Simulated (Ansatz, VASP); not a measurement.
**Two plane-wave programs on ZnCu**

```
Zn Cu
1.0
     2.94500    0.00000    0.00000
     0.00000    2.94500    0.00000
     0.00000    0.00000    2.94500
Zn Cu
1 1
Cartesian
  1.3850 1.4725 1.4725
  0.0000 0.0000 0.0000
```

Change from the starting cell: all Zn atoms moved +0.087 Å, as atom 1 towards its neighbour atom 1 (Zn) at 2.945 Å.

Alike in both runs: task single point; functional PBE; k mesh 16 × 16 × 16; occupations gaussian, width 0.15 eV; no spin polarisation.

|  | VASP | Ansatz |
| --- | --- | --- |
| version | VASP 6.6.1 | Ansatz 0.2.0 |
| potentials or method | VASP PAW PBE potentials, release 64 (Zn, Cu), cutoff 520 eV | scalar-relativistic, plane waves, PAW |
| valence electrons in the cell | 23 | 31 |

Ansatz gave:

```
gap on the k mesh at the Fermi level (eV)                     : none
pressure (GPa)                                                : 2.7
traceless stress, the component that is largest in VASP (GPa) : -0.29
rms of the force components (eV/Å)                            : 0.242
```

Question: Which values does VASP return?

Answer: gap on the k mesh at the Fermi level (eV): none; pressure (GPa): 3.5; traceless stress, the component that is largest in VASP (GPa): -0.30; rms of the force components (eV/Å): 0.246.

Atom by atom the forces differ by 0.004 eV/Å (rms over components). A gap of «none» marks a metal or a gap that the smearing closes. The functional is the same, so the differences come from potentials, cutoffs and numerics. VASP's potentials hold 23 valence electrons a cell and Ansatz's 31, so a difference there can come from the potentials and not from the codes.
